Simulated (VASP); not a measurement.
Crystal: WC.

```xyz
2
Lattice="0.0000 2.1727 2.1727 2.1727 0.0000 2.1727 2.1727 2.1727 0.0000" Properties=species:S:1:pos:R:3 pbc="T T T"
W    -0.0050    0.0272   -0.0039
C     2.1777    2.1454    2.1766
```

```yaml
Program: VASP 6.6.1
Task: relaxation of cell and atoms
Functional: PBEsol
Potentials_or_basis: VASP PAW PBE potentials, release 64 (W_sv, C)
Cutoff: 600 eV
k_mesh: 14 × 14 × 14
Occupations: gaussian, width 0.15 eV
Spin: no spin polarisation
```

At the start: pressure 1.6 GPa; volume 10.26 Å³/atom.

Task: Where does the relaxation end?

Result: Over 7 steps the energy falls by 6.2 meV/atom and the volume is 10.29 Å³/atom (+0.3 %); space group I4mm (No. 107, to 0.1 Å) before, Fm-3m (No. 225, to 0.1 Å).

Step by step:
```tsv
step	energy change (eV)	largest force (eV/Å)	pressure (GPa)	volume (Å³)
1	0.0000	0.4451	1.64	20.51
2	-0.0072	0.0816	-4.60	20.83
3	-0.0082	0.1621	-3.08	20.74
4	-0.0099	0.1044	3.22	20.41
5	-0.0121	0.0171	0.46	20.55
6	-0.0122	0.0181	-0.26	20.59
7	-0.0123	0.0033	0.00	20.57
```

Final structure:
```
W C
1.0
     0.00034    2.17517    2.17496
     2.17459    0.00071    2.17459
     2.17505    2.17526    0.00025
W C
1 1
Direct
  0.99995 0.00006 0.99995
  0.50005 0.49994 0.50005
```

Caveat: the highest band is partly filled, so the run has too few bands; the PAW data sets were made with another functional, which shifts forces and pressure a little.
